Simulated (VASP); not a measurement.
# BN (I4_1md) in VASP: notebook, part 2 of 2

VASP 6.6.1.

### 3 Single point, PBE

This run uses another cell than the first one, of 7.43 Å³/atom.

INCAR reads:

```
SYSTEM = BN
ALGO = Normal
EDIFF = 1E-6
ENCUT = 520
GGA = PE
ISIF = 2
ISMEAR = 0
LASPH = .TRUE.
LCHARG = .TRUE.
LELF = .TRUE.
LREAL = .FALSE.
LVHAR = .TRUE.
LWAVE = .FALSE.
NBANDS = 16
NELM = 60
PREC = Accurate
SIGMA = 0.1
```

KPOINTS reads:

```
k-points
0
G
  10 10 10
  0 0 0
```

POSCAR reads:

```
BN
1.0
   -1.3071012732      1.3071012732      4.3471574225
    1.3071012732     -1.3071012732      4.3471574225
    1.3071012732      1.3071012732     -4.3471574225
B N
2 2
Direct
    0.8357459848      0.8357459848      0.0000000000
    0.5857459848      0.0857459848      0.5000000000
    0.6642540152      0.6642540152      0.0000000000
    0.4142540152      0.9142540152      0.5000000000
```

Potentials or basis: VASP PAW PBE potentials, release 64 (B, N).

On the command line:

```console
cat potpaw_PBE.64/B/POTCAR potpaw_PBE.64/N/POTCAR > POTCAR
mpirun -np 1 vasp_std > vasp.out
```

OUTCAR:

```text
SYSTEM = BN
   EDIFF = 1E-6
   ENCUT = 520
   GGA = PE
   ISIF = 2
   ISMEAR = 0
   LASPH = .TRUE.
   LREAL = .FALSE.
   NELM = 60
   PREC = Accurate

 ion  position               nearest neighbor table
   1  0.836  0.836  0.000-   4 1.47   4 1.47   3 1.49
   2  0.586  0.086  0.500-   3 1.47   3 1.47   4 1.49
   3  0.664  0.664  0.000-   2 1.47   2 1.47   1 1.49
   4  0.414  0.914  0.500-   1 1.47   1 1.47   2 1.49

  LATTYP: Found a body centered tetragonal cell.
 ALAT       =     2.6142025464
 C/A-ratio  =     3.3258000062

  Lattice vectors:

 A1 = (  -1.3071012732,   1.3071012732,   4.3471574225)
 A2 = (   1.3071012732,  -1.3071012732,   4.3471574225)
 A3 = (   1.3071012732,   1.3071012732,  -4.3471574225)

Analysis of symmetry for initial positions (statically):
=====================================================================
 Subroutine PRICEL returns:
 Original cell was already a primitive cell.

 Routine SETGRP: Setting up the symmetry group for a
 body centered tetragonal supercell.

 Subroutine GETGRP returns: Found  8 space group operations
[... 174 lines left out ...]
 cond. band min:       5.9366104130   @ k =   0.5000   0.4000   0.0000
 fundamental gap:      0.1033788035
 Fermi energy:         5.9353246449

 k-point     1 :       0.0000    0.0000    0.0000
  band No.  band energies     occupation
      1     -13.8028      2.00000
      2     -10.5219      2.00000
      3      -4.9695      2.00000
      4       0.4843      2.00000
      5       0.4843      2.00000
      6       3.2622      2.00000
[... 433 lines left out ...]
      3      -3.6549      2.00000
      4      -2.3930      2.00000
      5      -1.5362      2.00000
      6       0.1433      2.00000
[... 8 lines left out ...]
     15      20.3678      0.00000
     16      21.8847      0.00000

 [... further k-points ...]

------------------------ aborting loop because EDIFF is reached ----------------------------------------

  FORCE on cell =-STRESS in cart. coord.  units (eV):
  Direction    XX          YY          ZZ          XY          YZ          ZX
  --------------------------------------------------------------------------------------
  -------------------------------------------------------------------------------------
  Total        0.0414565      0.0414565      0.0885482      0.0000000      0.0000000      0.0000000
  in kB        2.2357313      2.2357313      4.7753640      0.0000000      0.0000000      0.0000000
  external PRESSURE =       3.0822755 kB  Pullay stress =       0.0000000 kB

 VOLUME and BASIS-vectors are now :
 -----------------------------------------------------------------------------
  energy-cutoff  :      520.00
  volume of cell :       29.71
      direct lattice vectors                 reciprocal lattice vectors
    -1.307101273  1.307101273  4.347157422     0.000000000  0.382525830  0.115017689
     1.307101273 -1.307101273  4.347157422     0.382525830  0.000000000  0.115017689
     1.307101273  1.307101273 -4.347157422     0.382525830  0.382525830  0.000000000

 POSITION                                       TOTAL-FORCE (eV/Angst)
 -----------------------------------------------------------------------------------
      0.00000      0.00000      7.26624        -0.000000      0.000000      0.011512
      0.00000      1.30710      0.74550         0.000000     -0.000000      0.011512
      0.00000      0.00000      5.77523         0.000000      0.000000     -0.011512
      1.30710      0.00000      3.60165        -0.000000     -0.000000     -0.011512
 -----------------------------------------------------------------------------------
    total drift:                               -0.000000     -0.000000     -0.000298

  FREE ENERGIE OF THE ION-ELECTRON SYSTEM (eV)
  ---------------------------------------------------
  free  energy   TOTEN  =       -33.0762876753 eV

  energy  without entropy=      -33.0732121491  energy(sigma->0) =      -33.07474991
```

Run time: 53 s. Hardware: 1 thread of Intel Xeon Platinum 8488C (Sapphire Rapids), shared host; peak memory 0.21 GiB.

Results:

| Item | Value |
| --- | --- |
| Free energy | -33.0763 eV |
| Pressure | 0.3 GPa |
| Largest force | 0.012 eV/Å |
| Band gap on the k mesh | zero (bands 8 and 9 overlap by 0.43 eV) |

Forces in eV/Å, atoms in the order of the input:
```
B    0.000  0.000  0.012
B    0.000  0.000  0.012
N    0.000  0.000 -0.012
N    0.000  0.000 -0.012
```

Caveat: semilocal functionals underestimate gaps, so a narrow gap can read as zero.

### 4 Relaxation of cell and atoms, PBE

INCAR reads:

```
ALGO = Normal ; EDIFF = 1E-6
EDIFFG = -0.04 ; ENCUT = 600
GGA = PE ; IBRION = 2
ISIF = 3 ; ISMEAR = 0
LASPH = True ; LCHARG = False
LREAL = False ; LWAVE = False
NELM = 80 ; NSW = 90
PREC = Accurate ; SIGMA = 0.1
```

KPOINTS reads:

```
k-points
0
Gamma
  10 10 10
```

POSCAR reads:

```
BN
1.0
   -1.2304489100      1.2304489100      4.2623999400
    1.2304489100     -1.2304489100      4.2623999400
    1.2304489100      1.2304489100     -4.2623999400
B N
2 2
Direct
    0.8333333400      0.8333333400      0.0000000000
    0.5833333400      0.0833333400      0.5000000000
    0.6666666600      0.6666666600      0.0000000000
    0.4166666600      0.9166666600      0.5000000000
```

On the command line:

```console
cat potpaw_PBE.64/B/POTCAR potpaw_PBE.64/N/POTCAR > POTCAR
mpirun -np 1 vasp_std > vasp.out
```

Run time: 5.1 min. Hardware: 1 thread of Intel Xeon Platinum 8488C (Sapphire Rapids), shared host; peak memory 0.25 GiB.

The run converged. Its results:

```
Free energy                           : -33.0744 eV
Relaxed volume                        : 7.43 Å³/atom
Relaxed cell                          : a = 4.725 Å, b = 4.725 Å, c = 4.725 Å, α = 147.88°, β = 147.88°, γ = 46.06°
Space group after relaxing (to 0.1 Å) : I4_1md (No. 109)
Energy gained by relaxing             : 143.7 meV/atom
Ionic steps                           : 9
Pressure after relaxing               : 0.1 GPa
Band gap on the k mesh                : zero (bands 8 and 9 overlap by 0.43 eV)
```

Stress tensor (GPa, compression positive):
```
 0.19  0.00  0.00
 0.00  0.19  0.00
 0.00  0.00 -0.03
```

Step by step:
```tsv
step	energy change (eV)	largest force (eV/Å)	pressure (GPa)	volume (Å³)
1	0.0000	1.2161	47.10	25.81
2	0.0365	1.5843	-27.14	33.57
3	-0.4925	0.8485	2.62	29.22
4	-0.4859	1.3279	-7.14	30.84
5	-0.5651	0.1685	-3.47	30.01
6	-0.5711	0.0044	2.71	29.52
7	-0.5748	0.0601	0.25	29.70
8	-0.5747	0.0854	-0.08	29.74
9	-0.5750	0.0016	0.12	29.72
```

Final structure:
```
CELL_PARAMETERS angstrom
-1.30707 1.30707 4.34884
1.30707 -1.30707 4.34884
1.30707 1.30707 -4.34884
ATOMIC_POSITIONS crystal
B 0.83576 0.83576 0.00000
B 0.58576 0.08576 0.50000
N 0.66424 0.66424 0.00000
N 0.41424 0.91424 0.50000
```

Levels at points of the mesh, in eV from the Fermi level:
```csv
k point,band 4,band 5,band 6,band 7,band 8,band 9,band 10,band 11,band 12
"(0.00, 0.00, 0.00)",-5.45,-5.45,-2.67,-1.92,-1.92,4.40,6.60,7.73,9.73
"(0.50, 0.00, 0.00)",-8.94,-5.98,-5.06,-4.88,0.18,3.83,6.23,8.24,8.74
"(0.50, 0.50, 0.00)",-9.31,-6.83,-6.83,-3.29,-3.29,-0.26,-0.26,10.63,10.63
"(0.50, 0.50, 0.50)",-6.89,-5.75,-5.75,-1.09,-1.09,5.22,5.22,7.68,7.68
```

Caveat: the volume moved by over 15 % at a fixed basis, so the end points are rough; semilocal functionals underestimate gaps, so a narrow gap can read as zero.

### 5 Single point, PBE

This run uses another cell than the first one, of 7.44 Å³/atom.

INCAR reads:

```
SYSTEM = BN
PREC     = Accurate       ! precision mode
ENCUT    = 520            ! plane-wave cutoff, eV
EDIFF    = 1E-6           ! SCF threshold, eV
ISMEAR   = 0              ! smearing method
SIGMA    = 0.1            ! smearing width, eV
LREAL    = .FALSE.        ! projectors in reciprocal space
LASPH    = .TRUE.         ! aspherical terms in the spheres
NELM     = 100            ! most SCF steps
ALGO     = Normal         ! electronic algorithm
ISIF     = 2              ! what is computed and relaxed
LWAVE    = .FALSE.        ! write WAVECAR
LCHARG   = .TRUE.         ! write CHGCAR
GGA      = PE             ! functional
LELF     = .TRUE.         ! ELF
LVHAR    = .TRUE.       
NBANDS   = 16             ! bands
```

KPOINTS reads:

```
regular mesh
0
G
  24 24 24
  0 0 0
```

POSCAR reads:

```
BN
1.0
   -1.3078457971      1.3078457971      4.3470768966
    1.3078457971     -1.3078457971      4.3470768966
    1.3078457971      1.3078457971     -4.3470768966
B N
2 2
Direct
    0.5857641412      0.5857641412      0.0000000000
    0.3357641412      0.8357641412      0.5000000000
    0.4142358588      0.4142358588      0.0000000000
    0.1642358588      0.6642358588      0.5000000000
```

On the command line:

```console
cat potpaw_PBE.64/B/POTCAR potpaw_PBE.64/N/POTCAR > POTCAR
mpirun -np 1 vasp_std > vasp.out
```

Wall time 12 min (1 thread of Intel Xeon Platinum 8488C (Sapphire Rapids), shared host); peak memory 0.53 GiB.

Results (log left out):

| Item | Value |
| --- | --- |
| Free energy | -33.0741 eV |
| Pressure | 0.1 GPa |
| Largest force | 0.005 eV/Å |
| Band gap on the k mesh | zero (bands 8 and 9 overlap by 0.49 eV) |

Forces on the atoms (eV/Å):
```
B    0.000  0.000  0.005
B    0.000  0.000  0.005
N    0.000  0.000 -0.005
N    0.000  0.000 -0.005
```

Stress tensor (GPa, compression positive):
```
-0.01  0.00  0.00
 0.00 -0.01  0.00
 0.00  0.00  0.27
```

Levels at points of the mesh, in eV from the Fermi level:
| k point | band 4 | band 5 | band 6 | band 7 | band 8 | band 9 | band 10 | band 11 | band 12 | band 13 |
| --- | --- | --- | --- | --- | --- | --- | --- | --- | --- | --- |
| (0.00, 0.00, 0.00) | -5.47 | -5.47 | -2.68 | -1.94 | -1.94 | 4.37 | 6.57 | 7.73 | 9.71 | 9.71 |
| (0.50, 0.00, 0.00) | -8.95 | -5.98 | -5.08 | -4.89 | 0.16 | 3.81 | 6.21 | 8.21 | 8.73 | 11.33 |
| (0.50, 0.50, 0.00) | -9.32 | -6.84 | -6.84 | -3.30 | -3.30 | -0.27 | -0.27 | 10.61 | 10.61 | 11.39 |
| (0.50, 0.50, 0.50) | -6.90 | -5.77 | -5.77 | -1.11 | -1.11 | 5.19 | 5.19 | 7.65 | 7.65 | 10.63 |

Caveat: semilocal functionals underestimate gaps, so a narrow gap can read as zero.

### 6 Overview

```tsv
task	cell	k mesh	cutoff (eV)	gap on the mesh (eV)	pressure (GPa)	largest force (eV/Å)
single point	a = 4.604 Å, angles 149.0, 149.0, 44.4°, 4 atoms, atomic positions A	10 × 10 × 10	520	none	47.3	1.22
single point	a = 4.724 Å, angles 147.9, 147.9, 46.1°, 4 atoms, atomic positions B	10 × 10 × 10	520	none	0.3	0.01
relaxation of cell and atoms	relaxed from a = 4.604 Å, angles 149.0, 149.0, 44.4°, 4 atoms, atomic positions A	10 × 10 × 10	600	none	0.1	-
single point	a = 4.724 Å, angles 147.9, 147.9, 46.1°, 4 atoms, atomic positions B	24 × 24 × 24	520	none	0.1	0.01
```

Alike in all rows: level PBE; potentials or basis VASP PAW PBE potentials, release 64 (B, N); no spin polarisation; smearing gaussian 0.1 eV.

Caveats: semilocal functionals underestimate gaps, so a narrow gap can read as zero (at least some runs); the cell stands under pressure (at least some runs); forces of over 1 eV/Å act on the atoms, so gaps and moduli don't describe the material at rest (at least some runs); the volume moved by over 15 % at a fixed basis, so the end points are rough (at least some runs).

Absolute energies hang on the potentials; compare differences alone.
